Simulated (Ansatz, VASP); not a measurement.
# CaCr3Bi in VASP and in Ansatz

```
Ca Cr Bi
1.0
     4.46881    0.00000    0.00000
     0.00000    4.46881    0.00000
     0.00000    0.00000    4.46881
Ca Cr Bi
1 3 1
Direct
  0.00000 0.00000 0.00000
  0.00000 0.50000 0.50000
  0.50000 0.00000 0.50000
  0.50000 0.50000 0.00000
  0.50000 0.50000 0.50000
```

Alike in both runs: task single point; functional PBE; k mesh 4 × 4 × 4; occupations gaussian, width 0.1 eV; collinear spin.

```csv
,VASP,Ansatz
version,VASP 6.6.1,Ansatz 0.2.0
potentials or method,"VASP PAW PBE potentials, release 64 (Ca_sv, Cr_pv, Bi_d), cutoff 500 eV","scalar-relativistic, plane waves, PAW"
valence electrons in the cell,61,67
```

Ansatz gave:

- gap on the k mesh at the Fermi level (eV): none
- net moment per atom (μB): 1.27
- size of the moment on the site where the two differ most (μB): 1.78

**Question.** Estimate VASP's values.

**Answer.** gap on the k mesh at the Fermi level (eV): none; net moment per atom (μB): 1.28; size of the moment on the site where the two differ most (μB): 2.01.

Site moments also hang on the region over which each program counts them. A gap of «none» marks a metal or a gap that the smearing closes. VASP's potentials hold 61 valence electrons a cell and Ansatz's 67, so a difference there can come from the potentials and not from the codes.

Spin-orbit coupling is off throughout.
